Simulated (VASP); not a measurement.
# Zn7Se8 (a cell with a defect) in VASP: relaxation of the atoms with PBEsol

Aim: the relaxation of the atoms of Zn7Se8 (a cell with a defect) with PBEsol.

Everything below comes from runs of VASP 6.6.1. Logs are shortened: lines on timing, memory, paths and dates and some standing lists are left out, and cuts for length are marked.

## 1. The cell of the first run

The cell holds a defect, 15 atoms: a = 7.967 Å, b = 7.967 Å, c = 7.967 Å, α = 60.00°, β = 60.00°, γ = 60.00°.

## 2. Relaxation of the atoms, PBEsol (atoms taken out)

File INCAR:

```
ALGO     = Normal         # electronic algorithm
EDIFF    = 1E-7           # SCF threshold, eV
EDIFFG   = -0.02          # ionic threshold
ENCUT    = 520            # plane-wave cutoff, eV
GGA      = PS             # functional
IBRION   = 2              # ionic algorithm
ISIF     = 2              # what is computed and relaxed
ISMEAR   = 0              # smearing method
LASPH    = T              # aspherical terms in the spheres
LCHARG   = F              # write CHGCAR
LREAL    = Auto         
LWAVE    = F              # write WAVECAR
NELECT   = 134.0        
NELM     = 100            # most SCF steps
NSW      = 80             # ionic steps
PREC     = Accurate       # precision mode
SIGMA    = 0.02           # smearing width, eV
```

File KPOINTS:

```
k-points
0
Gamma
  2 2 2
```

File POSCAR:

```
Zn7Se8
1.0
    0.0000000000      5.6332473971     -5.6332473971
    5.6332473971      5.6332473971      0.0000000000
    5.6332473971      0.0000000000     -5.6332473971
Zn Se
7 8
Direct
    0.5000000000      0.5000000000      0.0000000000
    1.0000000000      0.5000000000      0.0000000000
    1.0000000000      0.0000000000      0.0000000000
    0.5000000000      0.5000000000      0.5000000000
    0.5000000000      0.0000000000      0.5000000000
    1.0000000000      0.5000000000      0.5000000000
    1.0000000000      0.0000000000      0.5000000000
    0.3750000000      0.3750000000      0.3750000000
    0.3750000000      0.8750000000      0.3750000000
    0.8750000000      0.3750000000      0.3750000000
    0.8750000000      0.8750000000      0.3750000000
    0.3750000000      0.3750000000      0.8750000000
    0.3750000000      0.8750000000      0.8750000000
    0.8750000000      0.3750000000      0.8750000000
    0.8750000000      0.8750000000      0.8750000000
```

Potentials or basis: VASP PAW PBE potentials, release 64 (Zn, Se).

Command:

```bash
$ cat potpaw_PBE.64/Zn/POTCAR potpaw_PBE.64/Se/POTCAR > POTCAR
$ mpirun -np 1 vasp_std > vasp.out
```

OUTCAR:

```text
EDIFF = 1E-7
   EDIFFG = -0.02
   ENCUT = 520
   GGA = PS
   IBRION = 2
   ISIF = 2
   ISMEAR = 0
   LASPH = T
   LREAL = Auto
   NELECT = 134.0
   NELM = 100
   NSW = 80
   PREC = Accurate

 ion  position               nearest neighbor table
   1  0.500  0.500  0.000-   8 2.44  12 2.44  13 2.44  14 2.44
   2  0.000  0.500  0.000-  10 2.44  12 2.44  14 2.44  15 2.44
   3  0.000  0.000  0.000-  11 2.44  13 2.44  14 2.44  15 2.44
   4  0.500  0.500  0.500-   8 2.44   9 2.44  10 2.44  12 2.44
   5  0.500  0.000  0.500-   8 2.44   9 2.44  11 2.44  13 2.44
   6  0.000  0.500  0.500-   8 2.44  10 2.44  11 2.44  14 2.44
   7  0.000  0.000  0.500-   9 2.44  10 2.44  11 2.44  15 2.44
   8  0.375  0.375  0.375-   1 2.44   4 2.44   5 2.44   6 2.44
   9  0.375  0.875  0.375-   4 2.44   5 2.44   7 2.44
  10  0.875  0.375  0.375-   2 2.44   4 2.44   6 2.44   7 2.44
  11  0.875  0.875  0.375-   3 2.44   5 2.44   6 2.44   7 2.44
  12  0.375  0.375  0.875-   1 2.44   2 2.44   4 2.44
  13  0.375  0.875  0.875-   1 2.44   3 2.44   5 2.44
  14  0.875  0.375  0.875-   1 2.44   2 2.44   3 2.44   6 2.44
  15  0.875  0.875  0.875-   2 2.44   3 2.44   7 2.44

  LATTYP: Found a face centered cubic cell.
 ALAT       =    11.2664947942

  Lattice vectors:

 A1 = (   0.0000000000,   5.6332473971,  -5.6332473971)
 A2 = (   5.6332473971,   5.6332473971,   0.0000000000)
 A3 = (   5.6332473971,   0.0000000000,  -5.6332473971)

Analysis of symmetry for initial positions (statically):
=====================================================================
 Subroutine PRICEL returns:
 Original cell was already a primitive cell.

 Routine SETGRP: Setting up the symmetry group for a
 face centered cubic supercell.

 Subroutine GETGRP returns: Found 24 space group operations
 (whereof  4 operations were pure point group operations)
 out of a pool of 48 trial point group operations.

The static configuration has the point symmetry C_2v.
 The point group associated with its full space group is T_d .

Analysis of symmetry for dynamics (positions and initial velocities):
=====================================================================
 Subroutine PRICEL returns:
 Original cell was already a primitive cell.

 Routine SETGRP: Setting up the symmetry group for a
 face centered cubic supercell.

 Subroutine GETGRP returns: Found 24 space group operations
 (whereof  4 operations were pure point group operations)
 out of a pool of 48 trial point group operations.

The dynamic configuration has the point symmetry C_2v.
 The point group associated with its full space group is T_d .

 Subroutine INISYM returns: Found 24 space group operations
 (whereof  4 operations are pure point group operations),
 and found     1 'primitive' translations

----------------------------------------------------------------------------------------

                                     Primitive cell

  volume of cell :     357.5250

  direct lattice vectors                    reciprocal lattice vectors
     0.000000000  5.633247397 -5.633247397    -0.088758750  0.088758750 -0.088758750
     5.633247397  5.633247397  0.000000000     0.088758750  0.088758750  0.088758750
     5.633247397  0.000000000 -5.633247397     0.088758750 -0.088758750 -0.088758750

  length of vectors
     7.966614869  7.966614869  7.966614869     0.153734665  0.153734665  0.153734665

  position of ions in fractional coordinates (direct lattice)
     0.500000000  0.500000000  0.000000000
     0.000000000  0.500000000  0.000000000
     0.000000000  0.000000000  0.000000000
     0.500000000  0.500000000  0.500000000
     0.500000000  0.000000000  0.500000000
     0.000000000  0.500000000  0.500000000
     0.000000000  0.000000000  0.500000000
     0.375000000  0.375000000  0.375000000
     0.375000000  0.875000000  0.375000000
     0.875000000  0.375000000  0.375000000
     0.875000000  0.875000000  0.375000000
     0.375000000  0.375000000  0.875000000
     0.375000000  0.875000000  0.875000000
     0.875000000  0.375000000  0.875000000
     0.875000000  0.875000000  0.875000000

  ion indices of the primitive-cell ions
   primitive index   ion index
                 1           1
                 2           2
                 3           3
                 4           4
                 5           5
                 6           6
                 7           7
                 8           8
                 9           9
                10          10
                11          11
                12          12
                13          13
                14          14
                15          15

----------------------------------------------------------------------------------------

 KPOINTS: k-points

Automatic generation of k-mesh.
 Grid dimensions read from file:
 generate k-points for:    2    2    2

 Generating k-lattice:

  Cartesian coordinates                     Fractional coordinates (reciprocal lattice)
    -0.044379375  0.044379375 -0.044379375     0.500000000  0.000000000  0.000000000
     0.044379375  0.044379375  0.044379375     0.000000000  0.500000000  0.000000000
     0.044379375 -0.044379375 -0.044379375     0.000000000  0.000000000  0.500000000

  Length of vectors
     0.076867333  0.076867333  0.076867333

  Shift w.r.t. Gamma in fractional coordinates (k-lattice)
     0.000000000  0.000000000  0.000000000

 Subroutine IBZKPT returns following result:
 ===========================================

 Found      3 irreducible k-points:

 Following reciprocal coordinates:
            Coordinates               Weight
  0.000000  0.000000  0.000000      1.000000
  0.500000  0.000000  0.000000      4.000000
  0.500000  0.500000  0.000000      3.000000
   k-points           NKPTS =      3   k-points in BZ     NKDIM =      3   number of bands    NBANDS=     80
   number of dos      NEDOS =    301   number of ions     NIONS =     15
   total plane-waves  NPLWV = 216000
   dimension x,y,z NGX =    60 NGY =   60 NGZ =   60
   dimension x,y,z NGXF=   120 NGYF=  120 NGZF=  120
   ions per type =               7   8
   NGX,Y,Z   is equivalent  to a cutoff of  12.52, 12.52, 12.52 a.u.
   NGXF,Y,Z  is equivalent  to a cutoff of  25.04, 25.04, 25.04 a.u.
 SYSTEM =  unknown system
   PREC   = accura    normal or accurate (medium, high low for compatibility)
   ISTART =      0    job   : 0-new  1-cont  2-samecut
   ICHARG =      2    charge: 1-file 2-atom 10-const
   ISPIN  =      1    spin polarized calculation?
   LNONCOLLINEAR =      F non collinear calculations
   LSORBIT =      F    spin-orbit coupling
   LASPH  =      T    aspherical Exc in radial PAW
   ENCUT  =  520.0 eV  38.22 Ry    6.18 a.u.  14.81 14.81 14.81*2*pi/ulx,y,z
   NELM   =    100;   NELMIN=  2; NELMDL= -5     # of ELM steps
   EDIFF  = 0.1E-06   stopping-criterion for ELM
   LREAL  =      T    real-space projection
   EDIFFG = -.2E-01   stopping-criterion for IOM
   NSW    =     80    number of steps for IOM
   IBRION =      2    ionic relax: 0-MD 1-quasi-New 2-CG
   NFREE  =      1    steps in history (QN), initial steepest desc. (CG)
   ISIF   =      2    stress and relaxation
   ISYM   =      2    0-nonsym 1-usesym 2-fastsym
   POTIM  = 0.5000    time-step for ionic-motion
   TEBEG  =    0.0;   TEEND  =   0.0 temperature during run
   PSTRESS=    0.0 pullay stress
   NELECT =     134.0000    total number of electrons
   NUPDOWN=      -1.0000    fix difference up-down
   EMIN   =  10.00;   EMAX   =-10.00  energy-range for DOS
   EFERMI =   0.00;   METHOD = LEGACY
   ISMEAR =     0;   SIGMA  =   0.02  broadening in eV -4-tet -1-fermi 0-gaus
   EFERMI_NEDOS =   21; number of points for ismear=-14 and -15
   IALGO  =     38    algorithm
   IMIX   =      4    mixing-type and parameters
     AMIX     =   0.40;   BMIX     =  1.00
     AMIX_MAG =   1.60;   BMIX_MAG =  1.00
  volume/ion in A,a.u.               =      23.84       160.85
  Fermi-wavevector in a.u.,A,eV,Ry     =   1.180341  2.230522 18.955713  1.393206
  Thomas-Fermi vector in A             =   2.316635
   LORBIT       =      0    0 simple, 1 ext, 2 COOP (PROOUT), +10 PAW based schemes
   GGA     = PS    functional components
   LHFCALC =     F    Hartree Fock is set to
   AEXX    =    0.0000 exact exchange contribution
   IVDW    =     0    specifies the selected vdW correction
   LEPSILON=     F    determine dielectric tensor
   LRPA    =     F    only Hartree local field effects (RPA)
 conjugate gradient relaxation of ions
 non-spin polarized calculation
 Gauss-broadening in eV      SIGMA  =   0.02
  energy-cutoff  :      520.00
  volume of cell :      357.53
 maximum number of plane-waves:      9684
 NGX is ok and might be reduce to    60
   NGX = 29   NGY = 29   NGZ = 29

--------------------------------------- Ionic step        1  -------------------------------------------

 number of electron     133.9999983 magnetization

 Free energy of the ion-electron system (eV)
  ---------------------------------------------------
  ext. energy  EPLUGINS =         0.00000000
  ---------------------------------------------------
  free energy    TOTEN  =       -45.82767685 eV

  energy without entropy =      -45.82767685  energy(sigma->0) =      -45.82767685

------------------------ aborting loop because EDIFF is reached ----------------------------------------

  FORCE on cell =-STRESS in cart. coord.  units (eV):
  Direction    XX          YY          ZZ          XY          YZ          ZX
  --------------------------------------------------------------------------------------
  -------------------------------------------------------------------------------------
  Total       14.1024463     14.1024463     14.1024463      0.0000000      0.0000000      0.0000000
  in kB       63.1973065     63.1973065     63.1973065      0.0000000      0.0000000      0.0000000
  external PRESSURE =      63.1973065 kB  Pullay stress =       0.0000000 kB
[... 328 lines left out ...]
  energy  without entropy=      -46.4441256225  energy(sigma->0) =      -46.44412562

--------------------------------------- Ionic step        8  -------------------------------------------

 number of electron     134.0000041 magnetization

 Free energy of the ion-electron system (eV)
  ---------------------------------------------------
  ext. energy  EPLUGINS =         0.00000000
  ---------------------------------------------------
  free energy    TOTEN  =       -46.44481166 eV

  energy without entropy =      -46.44481166  energy(sigma->0) =      -46.44481166

 E-fermi :   1.6638     XC(G=0):  -9.4579

 val. band max:        1.5514239886   @ k =   0.0000   0.0000   0.0000
 cond. band min:       2.7336983917   @ k =   0.0000   0.0000   0.0000
 fundamental gap:      1.1822744031
 Fermi energy:         1.6638226056

 k-point     1 :       0.0000    0.0000    0.0000
  band No.  band energies     occupation
      1     -11.8417      2.00000
      2     -11.0619      2.00000
      3     -11.0619      2.00000
      4     -11.0619      2.00000
      5     -10.8725      2.00000
      6     -10.5789      2.00000
[... 71 lines left out ...]
     78       6.4123      0.00000
     79       7.1766      0.00000

 k-point     2 :       0.5000    0.0000    0.0000
  band No.  band energies     occupation
      1     -11.5539      2.00000
      2     -11.3755      2.00000
      3     -11.0225      2.00000
      4     -11.0225      2.00000
      5     -10.8367      2.00000
      6     -10.6788      2.00000
[... 71 lines left out ...]
     78       6.8216      0.00000
     79       7.0264      0.00000

 k-point     3 :       0.5000    0.5000    0.0000
  band No.  band energies     occupation
      1     -11.3896      2.00000
      2     -11.3793      2.00000
      3     -11.0794      2.00000
      4     -11.0794      2.00000
      5     -10.8869      2.00000
      6     -10.8403      2.00000
[... 71 lines left out ...]
     78       6.8355      0.00000
     79       7.2959      0.00000
 [bands above 79 left out]

------------------------ aborting loop because EDIFF is reached ----------------------------------------

  FORCE on cell =-STRESS in cart. coord.  units (eV):
  Direction    XX          YY          ZZ          XY          YZ          ZX
  --------------------------------------------------------------------------------------
  -------------------------------------------------------------------------------------
  Total       11.4618210     11.4618210     11.4618210     -0.0000000      0.0000000      0.0000000
  in kB       51.3638696     51.3638696     51.3638696     -0.0000000      0.0000000      0.0000000
  external PRESSURE =      51.3638696 kB  Pullay stress =       0.0000000 kB
[... 30 lines left out ...]
  FREE ENERGIE OF THE ION-ELECTRON SYSTEM (eV)
  ---------------------------------------------------
  free  energy   TOTEN  =       -46.4448116595 eV

  energy  without entropy=      -46.4448116595  energy(sigma->0) =      -46.44481166

 reached required accuracy - stopping structural energy minimisation
```

It took 28 min on 1 thread of Intel Xeon 8259CL, shared host; peak memory 0.56 GiB.

What came out:

```
Free energy                  : -46.4448 eV
Energy gained by relaxing    : 41.1 meV/atom
Ionic steps                  : 8
Largest force after relaxing : 0.012 eV/Å
```

Forces on the atoms (eV/Å):
```
Zn   0.000  0.000 -0.012
Zn   0.000 -0.012  0.000
Zn   0.012  0.000  0.000
Zn  -0.012  0.000  0.000
Zn   0.000  0.012  0.000
Zn   0.000  0.000  0.000
Zn   0.000  0.000  0.012
Se   0.005 -0.005  0.005
Se  -0.004  0.004  0.004
Se   0.005  0.005 -0.005
Se  -0.005 -0.005 -0.005
Se  -0.004 -0.004 -0.004
Se   0.004  0.004 -0.004
Se  -0.005  0.005  0.005
Se   0.004 -0.004  0.004
```

The path:
| step | energy change (eV) | largest force (eV/Å) | pressure (GPa) |
| --- | --- | --- | --- |
| 1 | 0.0000 | 0.9666 | 6.32 |
| 2 | -0.2851 | 0.6275 | 6.10 |
| 3 | -0.5588 | 0.4182 | 5.82 |
| 4 | -0.5726 | 0.3754 | 5.77 |
| 5 | -0.6110 | 0.1415 | 5.37 |
| 6 | -0.6165 | 0.0478 | 5.13 |
| 7 | -0.6164 | 0.0435 | 5.14 |
| 8 | -0.6171 | 0.0118 | 5.14 |

Final structure:
```xyz
15
Lattice="0.0000 5.6332 -5.6332 5.6332 5.6332 0.0000 5.6332 0.0000 -5.6332" Properties=species:S:1:pos:R:3 pbc="T T T"
Zn    8.4499    5.6332   -8.2949
Zn    8.4499    2.9716   -5.6332
Zn   11.1115    5.6332   -5.6332
Zn    5.7882    5.6332   -5.6332
Zn    8.4499    8.2949   -5.6332
Zn    5.6332    2.8166   -2.8166
Zn    8.4499    5.6332   -2.9716
Se    4.2125    4.2373   -4.2373
Se    6.9578    7.1253   -4.1412
Se    4.2125    7.0292   -7.0292
Se    7.0540    9.8706   -7.0292
Se    6.9578    4.1412   -7.1253
Se    9.9419    7.1253   -7.1253
Se    7.0540    7.0292   -9.8706
Se    9.9419    9.7745   -9.7745
```

Caveat: the k points lie up to 0.48 Å⁻¹ apart; the cell carries a net charge on a neutralising background, which shifts energy and pressure; the cell differs from its parent crystal (atoms taken out); the cell is charged against a uniform background, so pressure and absolute levels hang on convention; the PAW data sets were made with another functional, which shifts forces and pressure a little.
